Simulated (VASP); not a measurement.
# SnO2 (Pnnm) in VASP: a series of runs

The runs below take SnO2 through single point, with PBE.

Everything below comes from runs of VASP 6.6.1. Logs are shortened: lines on timing, memory, paths and dates and some standing lists are left out, and cuts for length are marked.

## 1. The cell of the first run

The structure is orthorhombic, space group Pnnm (No. 58). The conventional cell has a = 4.609 Å, b = 5.046 Å, c = 3.238 Å, α = 90.00°, β = 90.00°, γ = 90.00°. Within 2.8 Å of Sn (site symmetry 2/m) lie 6 O at 2.09 to 2.10 Å. O (site symmetry m) has 3 Sn at 2.09 to 2.10 Å and 5 O at 2.64 to 2.87 Å within 2.9 Å.

## 2. Single point, PBE (strain -0.0450 x Voigt [1, -1, 0, 0, 0, 0])

The input, INCAR:

```
PREC = Accurate ; ENCUT = 520
EDIFF = 1E-6 ; ISMEAR = 0
SIGMA = 0.05 ; LREAL = False
LASPH = True ; NELM = 80
ALGO = Normal ; ISIF = 2
LWAVE = False ; LCHARG = True
GGA = PE ; LELF = True
LVHAR = True ; NBANDS = 35
```

The input, KPOINTS:

```
regular mesh
0
Gamma
  6 6 8
```

The input, POSCAR:

```
SnO2
1.0
    4.6093243421      0.0000000000      0.0000000000
    0.0000000000      5.0456441457      0.0000000000
    0.0000000000      0.0000000000      3.2381666599
Sn O
2 4
Direct
    0.5000000000      0.5000000000      0.5000000000
    0.0000000000      0.0000000000      0.0000000000
    0.3064962475      0.3066616298      0.0000000000
    0.8064962475      0.1933383702      0.5000000000
    0.1935037525      0.8066616298      0.5000000000
    0.6935037525      0.6933383702      0.0000000000
```

Potentials or basis: VASP PAW PBE potentials, release 64 (Sn_d, O).

On the command line:

```sh
> cat potpaw_PBE.64/Sn_d/POTCAR potpaw_PBE.64/O/POTCAR > POTCAR
> mpirun -np 1 vasp_std > vasp.out
```

OUTCAR:

```text
PREC = Accurate
   ENCUT = 520
   EDIFF = 1E-6
   ISMEAR = 0
   LREAL = False
   LASPH = True
   NELM = 80
   ISIF = 2
   GGA = PE

 ion  position               nearest neighbor table
   1  0.500  0.500  0.500-   3 2.09   6 2.09   3 2.09   6 2.09   5 2.10   4 2.10
   2  0.000  0.000  0.000-   4 2.09   5 2.09   4 2.09   5 2.09   3 2.10   6 2.10
   3  0.306  0.307  0.000-   1 2.09   1 2.09   2 2.10
   4  0.806  0.193  0.500-   2 2.09   2 2.09   1 2.10
   5  0.194  0.807  0.500-   2 2.09   2 2.09   1 2.10
   6  0.694  0.693  0.000-   1 2.09   1 2.09   2 2.10

  LATTYP: Found a simple orthorhombic cell.
 ALAT       =     3.2381666599
 B/A-ratio  =     1.4234364152
 C/A-ratio  =     1.5581792649

  Lattice vectors:

 A1 = (   0.0000000000,   0.0000000000,   3.2381666599)
 A2 = (   4.6093243421,   0.0000000000,   0.0000000000)
 A3 = (   0.0000000000,   5.0456441457,   0.0000000000)

Analysis of symmetry for initial positions (statically):
=====================================================================
 Subroutine PRICEL returns:
 Original cell was already a primitive cell.

 Routine SETGRP: Setting up the symmetry group for a
 simple orthorhombic supercell.

 Subroutine GETGRP returns: Found  8 space group operations
 (whereof  4 operations were pure point group operations)
 out of a pool of  8 trial point group operations.

The static configuration has the point symmetry C_2h.
 The point group associated with its full space group is D_2h.

Analysis of symmetry for dynamics (positions and initial velocities):
=====================================================================
 Subroutine PRICEL returns:
 Original cell was already a primitive cell.

 Routine SETGRP: Setting up the symmetry group for a
 simple orthorhombic supercell.

 Subroutine GETGRP returns: Found  8 space group operations
 (whereof  4 operations were pure point group operations)
 out of a pool of  8 trial point group operations.

The dynamic configuration has the point symmetry C_2h.
 The point group associated with its full space group is D_2h.

 Subroutine INISYM returns: Found  8 space group operations
 (whereof  4 operations are pure point group operations),
 and found     1 'primitive' translations

----------------------------------------------------------------------------------------

                                     Primitive cell

  volume of cell :      75.3101

  direct lattice vectors                    reciprocal lattice vectors
     4.609324342  0.000000000  0.000000000     0.216951537  0.000000000  0.000000000
     0.000000000  5.045644146  0.000000000     0.000000000  0.198190751  0.000000000
     0.000000000  0.000000000  3.238166660     0.000000000  0.000000000  0.308816718

  length of vectors
     4.609324342  5.045644146  3.238166660     0.216951537  0.198190751  0.308816718

  position of ions in fractional coordinates (direct lattice)
     0.500000000  0.500000000  0.500000000
     0.000000000  0.000000000  0.000000000
     0.306496248  0.306661630  0.000000000
     0.806496248  0.193338370  0.500000000
     0.193503752  0.806661630  0.500000000
     0.693503752  0.693338370  0.000000000

  ion indices of the primitive-cell ions
   primitive index   ion index
                 1           1
                 2           2
                 3           3
                 4           4
                 5           5
                 6           6

----------------------------------------------------------------------------------------

 KPOINTS: regular mesh

Automatic generation of k-mesh.
 Grid dimensions read from file:
 generate k-points for:    6    6    8

 Generating k-lattice:

  Cartesian coordinates                     Fractional coordinates (reciprocal lattice)
     0.036158589  0.000000000  0.000000000     0.166666667  0.000000000  0.000000000
     0.000000000  0.033031792  0.000000000     0.000000000  0.166666667  0.000000000
     0.000000000  0.000000000  0.038602090     0.000000000  0.000000000  0.125000000

  Length of vectors
     0.036158589  0.033031792  0.038602090

  Shift w.r.t. Gamma in fractional coordinates (k-lattice)
     0.000000000  0.000000000  0.000000000

 Subroutine IBZKPT returns following result:
 ===========================================

 Found     80 irreducible k-points:

 Following reciprocal coordinates:
            Coordinates               Weight
  0.000000  0.000000  0.000000      1.000000
  0.166667  0.000000  0.000000      2.000000
  0.333333  0.000000  0.000000      2.000000
  0.500000  0.000000  0.000000      1.000000
  0.000000  0.166667  0.000000      2.000000
  0.166667  0.166667  0.000000      4.000000
[... 16 lines left out ...]
  0.333333  0.166667  0.125000      8.000000
  0.500000  0.166667  0.125000      4.000000
 [... further k-points ...]
   k-points           NKPTS =     80   k-points in BZ     NKDIM =     80   number of bands    NBANDS=     35
   number of dos      NEDOS =    301   number of ions     NIONS =      6
   total plane-waves  NPLWV =  34560
   dimension x,y,z NGX =    36 NGY =   40 NGZ =   24
   dimension x,y,z NGXF=    72 NGYF=   80 NGZF=   48
   ions per type =               2   4
   NGX,Y,Z   is equivalent  to a cutoff of  12.98, 13.18, 12.32 a.u.
   NGXF,Y,Z  is equivalent  to a cutoff of  25.97, 26.36, 24.64 a.u.
 SYSTEM =  unknown system
   PREC   = accura    normal or accurate (medium, high low for compatibility)
   ISTART =      0    job   : 0-new  1-cont  2-samecut
   ICHARG =      2    charge: 1-file 2-atom 10-const
   ISPIN  =      1    spin polarized calculation?
   LNONCOLLINEAR =      F non collinear calculations
   LSORBIT =      F    spin-orbit coupling
   LASPH  =      T    aspherical Exc in radial PAW
   ENCUT  =  520.0 eV  38.22 Ry    6.18 a.u.   8.57  9.38  6.02*2*pi/ulx,y,z
   NELM   =     80;   NELMIN=  2; NELMDL= -5     # of ELM steps
   EDIFF  = 0.1E-05   stopping-criterion for ELM
   LREAL  =      F    real-space projection
   EDIFFG = 0.1E-04   stopping-criterion for IOM
   NSW    =      0    number of steps for IOM
   IBRION =     -1    ionic relax: 0-MD 1-quasi-New 2-CG
   NFREE  =      0    steps in history (QN), initial steepest desc. (CG)
   ISIF   =      2    stress and relaxation
   ISYM   =      2    0-nonsym 1-usesym 2-fastsym
   POTIM  = 0.5000    time-step for ionic-motion
   TEBEG  =    0.0;   TEEND  =   0.0 temperature during run
   PSTRESS=    0.0 pullay stress
   NELECT =      52.0000    total number of electrons
   NUPDOWN=      -1.0000    fix difference up-down
   EMIN   =  10.00;   EMAX   =-10.00  energy-range for DOS
   EFERMI =   0.00;   METHOD = LEGACY
   ISMEAR =     0;   SIGMA  =   0.05  broadening in eV -4-tet -1-fermi 0-gaus
   EFERMI_NEDOS =   21; number of points for ismear=-14 and -15
   IALGO  =     38    algorithm
   IMIX   =      4    mixing-type and parameters
     AMIX     =   0.40;   BMIX     =  1.00
     AMIX_MAG =   1.60;   BMIX_MAG =  1.00
  volume/ion in A,a.u.               =      12.55        84.70
  Fermi-wavevector in a.u.,A,eV,Ry     =   1.446966  2.734369 28.486652  2.093710
  Thomas-Fermi vector in A             =   2.564974
   LORBIT       =      0    0 simple, 1 ext, 2 COOP (PROOUT), +10 PAW based schemes
   GGA     = PE    functional components
   LHFCALC =     F    Hartree Fock is set to
   AEXX    =    0.0000 exact exchange contribution
   IVDW    =     0    specifies the selected vdW correction
   LEPSILON=     F    determine dielectric tensor
   LRPA    =     F    only Hartree local field effects (RPA)
 non-spin polarized calculation
 Gauss-broadening in eV      SIGMA  =   0.05
  energy-cutoff  :      520.00
  volume of cell :       75.31
 maximum number of plane-waves:      2056
 NGX is ok and might be reduce to    36
   NGX = 17   NGY = 19   NGZ = 13

 number of electron      52.0000016 magnetization

 Free energy of the ion-electron system (eV)
  ---------------------------------------------------
  ext. energy  EPLUGINS =         0.00000000
  ---------------------------------------------------
  free energy    TOTEN  =       -37.23396808 eV

  energy without entropy =      -37.23396808  energy(sigma->0) =      -37.23396808

 E-fermi :   5.8249     XC(G=0): -10.9921

 val. band max:        5.5747445113   @ k =   0.0000   0.0000   0.0000
 cond. band min:       6.2141963659   @ k =   0.0000   0.0000   0.0000
 fundamental gap:      0.6394518546
 Fermi energy:         5.8248836917

 k-point     1 :       0.0000    0.0000    0.0000
  band No.  band energies     occupation
      1     -15.4641      2.00000
      2     -14.8152      2.00000
      3     -14.6208      2.00000
      4     -14.5916      2.00000
      5     -14.5899      2.00000
      6     -14.5313      2.00000
[... 27 lines left out ...]
     34      17.3130      0.00000
     35      17.3614      0.00000

 k-point     2 :       0.1667    0.0000    0.0000
  band No.  band energies     occupation
      1     -15.4286      2.00000
      2     -14.8567      2.00000
      3     -14.6205      2.00000
      4     -14.5900      2.00000
      5     -14.5887      2.00000
      6     -14.5612      2.00000
[... 27 lines left out ...]
     34      17.1853      0.00000
     35      17.4922      0.00000

 k-point     3 :       0.3333    0.0000    0.0000
  band No.  band energies     occupation
      1     -15.3254      2.00000
      2     -14.9894      2.00000
      3     -14.6192      2.00000
      4     -14.5996      2.00000
      5     -14.5867      2.00000
      6     -14.5862      2.00000
[... 27 lines left out ...]
     34      17.7455      0.00000
     35      18.0154      0.00000
[... 723 lines left out ...]
 k-point    23 :       0.3333    0.1667    0.1250
  band No.  band energies     occupation
      1     -15.2654      2.00000
      2     -15.0019      2.00000
      3     -14.7103      2.00000
      4     -14.7003      2.00000
      5     -14.5821      2.00000
      6     -14.5496      2.00000
[... 27 lines left out ...]
     34      17.5037      0.00000
     35      18.0572      0.00000

 k-point    24 :       0.5000    0.1667    0.1250
  band No.  band energies     occupation
      1     -15.1461      2.00000
      2     -15.1461      2.00000
      3     -14.7062      2.00000
      4     -14.7062      2.00000
      5     -14.5663      2.00000
      6     -14.5663      2.00000
[... 27 lines left out ...]
     34      17.3242      0.00000
     35      18.1254      0.00000

 [... further k-points ...]

------------------------ aborting loop because EDIFF is reached ----------------------------------------

  FORCE on cell =-STRESS in cart. coord.  units (eV):
  Direction    XX          YY          ZZ          XY          YZ          ZX
  --------------------------------------------------------------------------------------
  -------------------------------------------------------------------------------------
  Total        1.9008728     -1.4994497      0.5031298      0.0000000      0.0000000      0.0000000
  in kB       40.4399457    -31.8999049     10.7037896      0.0000000      0.0000000      0.0000000
  external PRESSURE =       6.4146101 kB  Pullay stress =       0.0000000 kB

 VOLUME and BASIS-vectors are now :
 -----------------------------------------------------------------------------
  energy-cutoff  :      520.00
  volume of cell :       75.31
      direct lattice vectors                 reciprocal lattice vectors
     4.609324342  0.000000000  0.000000000     0.216951537  0.000000000  0.000000000
     0.000000000  5.045644146  0.000000000     0.000000000  0.198190751  0.000000000
     0.000000000  0.000000000  3.238166660     0.000000000  0.000000000  0.308816718

 POSITION                                       TOTAL-FORCE (eV/Angst)
 -----------------------------------------------------------------------------------
      2.30466      2.52282      1.61908        -0.000000      0.000000      0.000000
      0.00000      0.00000      0.00000        -0.000000      0.000000      0.000000
      1.41274      1.54731      0.00000        -0.033816      0.057179      0.000000
      3.71740      0.97552      1.61908        -0.033816     -0.057179      0.000000
      0.89192      4.07013      1.61908         0.033816      0.057179      0.000000
      3.19658      3.49834      0.00000         0.033816     -0.057179      0.000000
 -----------------------------------------------------------------------------------
    total drift:                                0.000000      0.000000     -0.000000

  FREE ENERGIE OF THE ION-ELECTRON SYSTEM (eV)
  ---------------------------------------------------
  free  energy   TOTEN  =       -37.2339680838 eV

  energy  without entropy=      -37.2339680838  energy(sigma->0) =      -37.23396808
```

Wall time 60 s (1 thread of Intel Xeon 6975P-C (Granite Rapids), shared host); peak memory 0.28 GiB.

What came out:

- Free energy: -37.2340 eV
- Pressure: 0.6 GPa
- Largest force: 0.066 eV/Å
- Band gap on the k mesh: 0.64 eV

Forces on the atoms (eV/Å):
```
Sn   0.000  0.000  0.000
Sn   0.000  0.000  0.000
O   -0.034  0.057  0.000
O   -0.034 -0.057  0.000
O    0.034  0.057  0.000
O    0.034 -0.057  0.000
```

Stress tensor (GPa, compression positive):
```
 4.04  0.00  0.00
 0.00 -3.19  0.00
 0.00  0.00  1.07
```

Caveat: the cell differs from its parent crystal (strain -0.0450 x Voigt [1, -1, 0, 0, 0, 0]); spin-orbit coupling is left out, which moves the levels of the heavy elements.

## 3. Single point, PBE (strain +0.0300 x Voigt [1, -1, 0, 0, 0, 0])

The input, INCAR:

```
SYSTEM = SnO2
  ALGO = Normal
  EDIFF = 1E-7
  ENCUT = 520
  GGA = PE
  ISIF = 2
  ISMEAR = 0
  LASPH = .TRUE.
  LCHARG = .FALSE.
  LREAL = .FALSE.
  LWAVE = .FALSE.
  NBANDS = 35
  NELM = 60
  PREC = Accurate
  SIGMA = 0.05
```

The input, KPOINTS:

```
k-points
0
G
  6 6 8
  0 0 0
```

POSCAR: that of step 2 with these lines changed.

```diff
@@ -2,4 +2,4 @@
 1.0
-    4.6093243421      0.0000000000      0.0000000000
-    0.0000000000      5.0456441457      0.0000000000
+    4.9713131648      0.0000000000      0.0000000000
+    0.0000000000      4.6835165754      0.0000000000
     0.0000000000      0.0000000000      3.2381666599
```

Potentials or basis: VASP PAW PBE potentials, release 64 (Sn_d, O).

On the command line:

```sh
> cat potpaw_PBE.64/Sn_d/POTCAR potpaw_PBE.64/O/POTCAR > POTCAR
> mpirun -np 1 vasp_std > vasp.out
```

Wall time 69 s (1 thread of Intel Xeon 6975P-C (Granite Rapids), shared host); peak memory 0.28 GiB.

The run converged. Its results:

```
Free energy            : -37.2774 eV
Pressure               : 0.6 GPa
Largest force          : 0.042 eV/Å
Band gap on the k mesh : 0.66 eV
```

Forces on the atoms (eV/Å):
```
Sn   0.000  0.000  0.000
Sn   0.000  0.000  0.000
O    0.029 -0.030  0.000
O    0.029  0.030  0.000
O   -0.029 -0.030  0.000
O   -0.029  0.030  0.000
```

Stress tensor (GPa, compression positive):
```
-1.91  0.00  0.00
 0.00  2.84  0.00
 0.00  0.00  0.91
```

Levels at points of the mesh, in eV from the valence-band top:
```csv
k point,band 24,band 25,band 26,band 27,band 28,band 29
"(0.00, 0.00, 0.00)",-0.89,-0.60,0.00,0.66,5.68,5.92
"(0.50, 0.00, 0.00)",-1.17,-0.51,-0.51,3.85,3.85,6.79
"(0.00, 0.50, 0.00)",-1.24,-0.71,-0.71,3.89,3.89,6.80
"(0.50, 0.50, 0.00)",-1.33,-0.86,-0.86,4.26,4.26,7.12
"(0.00, 0.00, 0.50)",-1.53,-1.18,-1.18,5.56,5.56,9.33
"(0.50, 0.00, 0.50)",-1.12,-0.80,-0.80,5.80,5.80,7.56
"(0.00, 0.50, 0.50)",-0.91,-0.69,-0.69,5.83,5.83,7.59
"(0.50, 0.50, 0.50)",-0.91,-0.78,-0.78,4.33,4.33,8.51
```

Caveat: the cell differs from its parent crystal (strain +0.0300 x Voigt [1, -1, 0, 0, 0, 0]); spin-orbit coupling is left out, which moves the levels of the heavy elements.

## 4. Single point, PBE (strain +0.0525 x Voigt [1, -1, 0, 0, 0, 0])

The input, INCAR:

```
SYSTEM = SnO2
PREC = Accurate ; ENCUT = 520
EDIFF = 1E-6 ; ISMEAR = 0
SIGMA = 0.05 ; LREAL = .FALSE.
LASPH = .TRUE. ; NELM = 100
ALGO = Normal ; ISIF = 2
LWAVE = .FALSE. ; LCHARG = .FALSE.
GGA = PE ; NBANDS = 35
```

The input, KPOINTS:

```
regular mesh
0
G
  6 6 8
  0 0 0
```

POSCAR: that of step 3 with these lines changed.

```diff
@@ -2,4 +2,4 @@
 1.0
-    4.9713131648      0.0000000000      0.0000000000
-    0.0000000000      4.6835165754      0.0000000000
+    5.0799098116      0.0000000000      0.0000000000
+    0.0000000000      4.5748783043      0.0000000000
     0.0000000000      0.0000000000      3.2381666599
```

On the command line:

```sh
> cat potpaw_PBE.64/Sn_d/POTCAR potpaw_PBE.64/O/POTCAR > POTCAR
> mpirun -np 1 vasp_std > vasp.out
```

Wall time 63 s (1 thread of Intel Xeon 6975P-C (Granite Rapids), shared host); peak memory 0.28 GiB.

The run converged. Its results:

```yaml
Free_energy: -37.2072 eV
Pressure: 0.7 GPa
Largest_force: 0.083 eV/Å
Band_gap_on_the_k_mesh: 0.63 eV
```

Forces in eV/Å, atoms in the order of the input:
```
Sn   0.000  0.000  0.000
Sn   0.000  0.000  0.000
O    0.076 -0.033  0.000
O    0.076  0.033  0.000
O   -0.076 -0.033  0.000
O   -0.076  0.033  0.000
```

Stress tensor (GPa, compression positive):
```
-3.81  0.00  0.00
 0.00  4.62  0.00
 0.00  0.00  1.17
```

Levels at points of the mesh, in eV from the valence-band top:
```tsv
k point	band 22	band 23	band 24	band 25	band 26	band 27	band 28	band 29	band 30	band 31
(0.00, 0.00, 0.00)	-1.43	-1.09	-1.01	-0.50	0.00	0.63	5.66	5.83	6.34	10.09
(0.50, 0.00, 0.00)	-2.02	-1.15	-1.15	-0.43	-0.43	3.81	3.81	6.78	6.78	10.17
(0.00, 0.50, 0.00)	-1.80	-1.26	-1.26	-0.79	-0.79	3.89	3.89	6.78	6.78	10.35
(0.50, 0.50, 0.00)	-1.87	-1.33	-1.33	-0.87	-0.87	4.24	4.24	7.06	7.06	10.28
(0.00, 0.00, 0.50)	-2.57	-1.54	-1.54	-1.19	-1.19	5.50	5.50	9.28	9.28	10.05
(0.50, 0.00, 0.50)	-1.58	-1.19	-1.19	-0.84	-0.84	5.73	5.73	7.51	7.51	10.43
(0.00, 0.50, 0.50)	-1.78	-0.83	-0.83	-0.64	-0.64	5.79	5.79	7.53	7.53	10.40
(0.50, 0.50, 0.50)	-2.47	-0.89	-0.89	-0.77	-0.77	4.30	4.30	8.31	8.31	10.59
```

Caveat: the cell differs from its parent crystal (strain +0.0525 x Voigt [1, -1, 0, 0, 0, 0]); spin-orbit coupling is left out, which moves the levels of the heavy elements.

## 5. The runs side by side

| cell | gap on the mesh (eV) | pressure (GPa) | largest force (eV/Å) |
| --- | --- | --- | --- |
| a = 4.609, b = 5.046, c = 3.238 Å, 6 atoms | 0.64 | 0.6 | 0.07 |
| a = 4.971, b = 4.684, c = 3.238 Å, 6 atoms | 0.66 | 0.6 | 0.04 |
| a = 5.080, b = 4.575, c = 3.238 Å, 6 atoms | 0.63 | 0.7 | 0.08 |

Alike in all rows: task single point; level PBE; potentials or basis VASP PAW PBE potentials, release 64 (Sn_d, O); no spin polarisation; k mesh 6 × 6 × 8; cutoff (eV) 520; smearing gaussian 0.05 eV.

Caveats: spin-orbit coupling is left out, which moves the levels of the heavy elements.

Absolute energies hang on the potentials; compare differences alone.
